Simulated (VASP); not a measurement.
Here is a VASP 6.6.1 calculation.

POSCAR

```
AlCu
1.0
    2.9568445721      0.0000000000      0.0000000000
    0.0000000000      2.9568445721      0.0000000000
    0.0000000000      0.0000000000      2.9568445721
Al Cu
1 1
Direct
    0.0000000000      0.0000000000      0.0000000000
    0.5000000000      0.5000000000      0.5000000000
```

File INCAR.step1:

```
SYSTEM = AlCu
ALGO = Normal
EDIFF = 1E-4
ENCUT = 520
GGA = PE
ISMEAR = 0
LASPH = .TRUE.
LCHARG = .FALSE.
LREAL = .FALSE.
LWAVE = .TRUE.
NBANDS = 14
NELM = 80
PREC = Accurate
SIGMA = 0.1
```

Contents of INCAR.step2:

```
SYSTEM = AlCu
ALGO = Normal
EDIFF = 1E-7
ENCUT = 520
ISIF = 2
ISMEAR = 0
ISTART = 1
LASPH = .TRUE.
LCHARG = .FALSE.
LMIXTAU = .TRUE.
LREAL = .FALSE.
LWAVE = .FALSE.
METAGGA = R2SCAN
NBANDS = 14
NELM = 80
PREC = Accurate
SIGMA = 0.1
```

KPOINTS

```
k-points
0
G
  14 14 14
  0 0 0
```

Potentials or basis: VASP PAW PBE potentials, release 64 (Al, Cu).

Command:

```console
$ cat potpaw_PBE.64/Al/POTCAR potpaw_PBE.64/Cu/POTCAR > POTCAR
$ cp INCAR.step1 INCAR
$ mpirun -np 1 vasp_std > vasp.out
$ cp INCAR.step2 INCAR
$ mpirun -np 1 vasp_std > vasp.out
```

(1) What does it give for the pressure?

(2) Estimate the band gap on the k mesh.

Answers

(1) 0.0 GPa.

(2) zero (band 7 reaches 13.75 eV, above the bottom of band 8 at 8.68 eV).

Caveat: the PAW data sets were made with another functional, which shifts forces and pressure a little.
